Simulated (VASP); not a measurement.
# Sb2Au (Fm-3m) in VASP: further runs, part 2 of 2

VASP 6.6.1. The steps go on from the part before.

## Step 3: Electric field gradients, LDA (25.56 Å³/atom)

This run uses another cell than the first one, of 25.56 Å³/atom.

Input file INCAR:

```
SYSTEM = Sb2Au
PREC = Accurate
ENCUT = 520
EDIFF = 1E-8
ISMEAR = -1
SIGMA = 0.08
LREAL = .FALSE.
LASPH = .TRUE.
NELM = 80
ALGO = Normal
ISIF = 2
LWAVE = .FALSE.
LCHARG = .FALSE.
GGA = CA
LEFG = .TRUE.
NBANDS = 18
```

Input file KPOINTS:

```
Automatic mesh
0
G
  9 9 9
  0 0 0
```

Input file POSCAR:

```
Sb2Au
1.0
    0.0000000000      3.3717944959      3.3717944959
    3.3717944959      0.0000000000      3.3717944959
    3.3717944959      3.3717944959      0.0000000000
Sb Au
2 1
Direct
    0.2500000000      0.2500000000      0.2500000000
    0.7500000000      0.7500000000      0.7500000000
    0.0000000000      0.0000000000      0.0000000000
```

Potentials or basis: VASP PAW LDA potentials, release 64 (Sb, Au).

Command:

```
$ cat potpaw_LDA.64/Sb/POTCAR potpaw_LDA.64/Au/POTCAR > POTCAR
$ mpirun -np 1 vasp_std > vasp.out
```

OUTCAR:

```text
SYSTEM = Sb2Au
   PREC = Accurate
   ENCUT = 520
   EDIFF = 1E-8
   ISMEAR = -1
   LREAL = .FALSE.
   LASPH = .TRUE.
   NELM = 80
   ISIF = 2
   GGA = CA

 ion  position               nearest neighbor table
   1  0.250  0.250  0.250-   3 2.92   3 2.92   3 2.92   3 2.92   2 3.37   2 3.37   2 3.37   2 3.37
                             2 3.37   2 3.37
   2  0.750  0.750  0.750-   3 2.92   3 2.92   3 2.92   3 2.92   1 3.37   1 3.37   1 3.37   1 3.37
                             1 3.37   1 3.37
   3  0.000  0.000  0.000-   2 2.92   2 2.92   2 2.92   1 2.92   2 2.92   1 2.92   1 2.92   1 2.92

  LATTYP: Found a face centered cubic cell.
 ALAT       =     6.7435889918

  Lattice vectors:

 A1 = (   0.0000000000,   3.3717944959,   3.3717944959)
 A2 = (   3.3717944959,   0.0000000000,   3.3717944959)
 A3 = (   3.3717944959,   3.3717944959,   0.0000000000)

Analysis of symmetry for initial positions (statically):
=====================================================================
 Subroutine PRICEL returns:
 Original cell was already a primitive cell.

 Routine SETGRP: Setting up the symmetry group for a
 face centered cubic supercell.

 Subroutine GETGRP returns: Found 48 space group operations
 (whereof 48 operations were pure point group operations)
 out of a pool of 48 trial point group operations.

The static configuration has the point symmetry O_h .

Analysis of symmetry for dynamics (positions and initial velocities):
=====================================================================
 Subroutine PRICEL returns:
 Original cell was already a primitive cell.

 Routine SETGRP: Setting up the symmetry group for a
 face centered cubic supercell.

 Subroutine GETGRP returns: Found 48 space group operations
 (whereof 48 operations were pure point group operations)
 out of a pool of 48 trial point group operations.

The dynamic configuration has the point symmetry O_h .

 Subroutine INISYM returns: Found 48 space group operations
 (whereof 48 operations are pure point group operations),
 and found     1 'primitive' translations

----------------------------------------------------------------------------------------

                                     Primitive cell

  volume of cell :      76.6679

  direct lattice vectors                    reciprocal lattice vectors
     0.000000000  3.371794496  3.371794496    -0.148288990  0.148288990  0.148288990
     3.371794496  0.000000000  3.371794496     0.148288990 -0.148288990  0.148288990
     3.371794496  3.371794496  0.000000000     0.148288990  0.148288990 -0.148288990

  length of vectors
     4.768437506  4.768437506  4.768437506     0.256844065  0.256844065  0.256844065

  position of ions in fractional coordinates (direct lattice)
     0.250000000  0.250000000  0.250000000
     0.750000000  0.750000000  0.750000000
     0.000000000  0.000000000  0.000000000

  ion indices of the primitive-cell ions
   primitive index   ion index
                 1           1
                 2           2
                 3           3
[... 82 lines left out ...]
   PSTRESS=    0.0 pullay stress
   NELECT =      21.0000    total number of electrons
   NUPDOWN=      -1.0000    fix difference up-down
   EMIN   =  10.00;   EMAX   =-10.00  energy-range for DOS
   EFERMI =   0.00;   METHOD = LEGACY
   ISMEAR =    -1;   SIGMA  =   0.08  broadening in eV -4-tet -1-fermi 0-gaus
   EFERMI_NEDOS =   21; number of points for ismear=-14 and -15
   IALGO  =     38    algorithm
   IMIX   =      4    mixing-type and parameters
     AMIX     =   0.40;   BMIX     =  1.00
     AMIX_MAG =   1.60;   BMIX_MAG =  1.00
  volume/ion in A,a.u.               =      25.56       172.46
  Fermi-wavevector in a.u.,A,eV,Ry     =   1.063188  2.009134 15.379607  1.130369
  Thomas-Fermi vector in A             =   2.198665
   LORBIT       =      0    0 simple, 1 ext, 2 COOP (PROOUT), +10 PAW based schemes
   GGA     = CA    functional components
   LHFCALC =     F    Hartree Fock is set to
   AEXX    =    0.0000 exact exchange contribution
   IVDW    =     0    specifies the selected vdW correction
   LEPSILON=     F    determine dielectric tensor
   LRPA    =     F    only Hartree local field effects (RPA)
 non-spin polarized calculation
  energy-cutoff  :      520.00
  volume of cell :       76.67
 maximum number of plane-waves:      2085
   NGX = 17   NGY = 17   NGZ = 17

 number of electron      21.0000001 magnetization

 Free energy of the ion-electron system (eV)
  ---------------------------------------------------
  ext. energy  EPLUGINS =         0.00000000
  ---------------------------------------------------
  free energy    TOTEN  =       -13.88515018 eV

  energy without entropy =      -13.86061475  energy(sigma->0) =      -13.87288246

 E-fermi :   8.0368     XC(G=0): -10.4715

 val. band max:        7.9798538713   @ k =  -0.1111   0.1111   0.0000
 cond. band min:       8.0675460035   @ k =   0.3333   0.1111   0.0000
 fundamental gap:      0.0876921322
 Fermi energy:         8.0368035920

 k-point     1 :       0.0000    0.0000    0.0000
  band No.  band energies     occupation
      1      -4.5841      2.00000
      2       1.1680      2.00000
      3       1.7273      2.00000
      4       1.7273      2.00000
      5       1.7273      2.00000
      6       2.9544      2.00000
[... 481 lines left out ...]
      5       2.5685      2.00000
      6       3.0585      2.00000
[... 10 lines left out ...]
     17      16.0489      0.00000
     18      16.0492      0.00000

 [... further k-points ...]

------------------------ aborting loop because EDIFF is reached ----------------------------------------

  FORCE on cell =-STRESS in cart. coord.  units (eV):
  Direction    XX          YY          ZZ          XY          YZ          ZX
  --------------------------------------------------------------------------------------
  -------------------------------------------------------------------------------------
  Total       -0.2911072     -0.2911072     -0.2911072      0.0000000      0.0000000      0.0000000
  in kB       -6.0834535     -6.0834535     -6.0834535      0.0000000      0.0000000      0.0000000
  external PRESSURE =      -6.0834535 kB  Pullay stress =       0.0000000 kB

 VOLUME and BASIS-vectors are now :
 -----------------------------------------------------------------------------
  energy-cutoff  :      520.00
  volume of cell :       76.67
      direct lattice vectors                 reciprocal lattice vectors
     0.000000000  3.371794496  3.371794496    -0.148288990  0.148288990  0.148288990
     3.371794496  0.000000000  3.371794496     0.148288990 -0.148288990  0.148288990
     3.371794496  3.371794496  0.000000000     0.148288990  0.148288990 -0.148288990

 POSITION                                       TOTAL-FORCE (eV/Angst)
 -----------------------------------------------------------------------------------
      1.68590      1.68590      1.68590         0.000000      0.000000      0.000000
      5.05769      5.05769      5.05769        -0.000000     -0.000000     -0.000000
      0.00000      0.00000      0.00000        -0.000000     -0.000000     -0.000000
 -----------------------------------------------------------------------------------
    total drift:                               -0.000000      0.000000      0.000000

  FREE ENERGIE OF THE ION-ELECTRON SYSTEM (eV)
  ---------------------------------------------------
  free  energy   TOTEN  =       -13.8851501794 eV

  energy  without entropy=      -13.8606147494  energy(sigma->0) =      -13.87288246

 Electric field gradients (V/A^2)
---------------------------------------------------------------------
 ion       V_xx      V_yy      V_zz      V_xy      V_xz      V_yz
---------------------------------------------------------------------
   1       0.000     0.000     0.000     0.000     0.000     0.000
   2       0.000     0.000     0.000     0.000     0.000     0.000
   3      -0.000    -0.000    -0.000     0.000     0.000     0.000
---------------------------------------------------------------------

 Electric field gradients after diagonalization (V/A^2)
 (convention: |V_zz| > |V_xx| > |V_yy|)
----------------------------------------------------------------------
 ion       V_xx      V_yy      V_zz     asymmetry (V_yy - V_xx)/ V_zz
----------------------------------------------------------------------
   1      -0.000    -0.000     0.000       0.000
   2      -0.000    -0.000     0.000       0.000
   3      -0.000    -0.000     0.001       0.000
----------------------------------------------------------------------

           NMR quadrupolar parameters

 Cq : quadrupolar parameter    Cq=e*Q*V_zz/h
 eta: asymmetry parameters     (V_yy - V_xx)/ V_zz
 Q  : nuclear electric quadrupole moment in mb (millibarn)
----------------------------------------------------------------------
 ion       Cq(MHz)       eta       Q (mb)
----------------------------------------------------------------------
   1       0.000       0.000       1.000
   2       0.000       0.000       1.000
   3       0.000       0.000       1.000
----------------------------------------------------------------------
```

OSZICAR:

```text
N       E                     dE             d eps       ncg     rms          rms(c)
DAV:   1     0.105051718425E+03    0.10505E+03   -0.80004E+03  1260   0.952E+02
DAV:   2    -0.103139421500E+02   -0.11537E+03   -0.11130E+03  1614   0.187E+02
DAV:   3    -0.145318544287E+02   -0.42179E+01   -0.41854E+01  1434   0.394E+01
DAV:   4    -0.145678652074E+02   -0.36011E-01   -0.35986E-01  1480   0.412E+00
DAV:   5    -0.145684003900E+02   -0.53518E-03   -0.53517E-03  1462   0.499E-01    0.777E+00
DAV:   6    -0.139676150946E+02    0.60079E+00   -0.35636E+00  1338   0.168E+01    0.648E+00
DAV:   7    -0.139048101596E+02    0.62805E-01   -0.23851E-01  1312   0.461E+00    0.352E+00
DAV:   8    -0.138877043554E+02    0.17106E-01   -0.48157E-02  1380   0.137E+00    0.330E-01
DAV:   9    -0.138851766932E+02    0.25277E-02   -0.99787E-03  1344   0.967E-01    0.164E-01
DAV:  10    -0.138851645040E+02    0.12189E-04   -0.67668E-04  1374   0.160E-01    0.356E-02
DAV:  11    -0.138851514325E+02    0.13071E-04   -0.93459E-05  1408   0.919E-02    0.125E-02
DAV:  12    -0.138851505571E+02    0.87538E-06   -0.84326E-06  1322   0.230E-02    0.778E-03
DAV:  13    -0.138851501684E+02    0.38877E-06   -0.14484E-06  1412   0.968E-03    0.265E-03
DAV:  14    -0.138851501798E+02   -0.11430E-07   -0.13298E-07  1448   0.225E-03    0.714E-04
DAV:  15    -0.138851501794E+02    0.43110E-09   -0.22983E-09   718   0.362E-04
   1 F= -.13885150E+02 E0= -.13872882E+02  d E =-.245354E-01
```

It took 81 s on 1 thread of Intel Xeon 8259CL, shared host; peak memory 0.2 GiB.

Results:

```yaml
Free_energy: -13.8852 eV
Pressure: -0.6 GPa
Band_gap_on_the_k_mesh: zero (an odd number of electrons rules out a gap without spin polarisation)
Largest_electric_field_gradient_by_atom: under 0.05 V/Å² on every atom
```

Levels at points of the mesh, in eV from the Fermi level:
| k point | band 7 | band 8 | band 9 | band 10 | band 11 | band 12 | band 13 | band 14 |
| --- | --- | --- | --- | --- | --- | --- | --- | --- |
| (0.00, 0.00, 0.00) | -5.08 | -0.22 | -0.22 | -0.22 | 0.63 | 0.63 | 0.63 | 1.39 |

Caveat: spin-orbit coupling is left out, which moves the levels of the heavy elements; an odd number of electrons without spin polarisation forces a metal; a magnetic or distorted state may lie lower.

The gap in the log of VASP goes by the Fermi energy; the results here count the filled bands.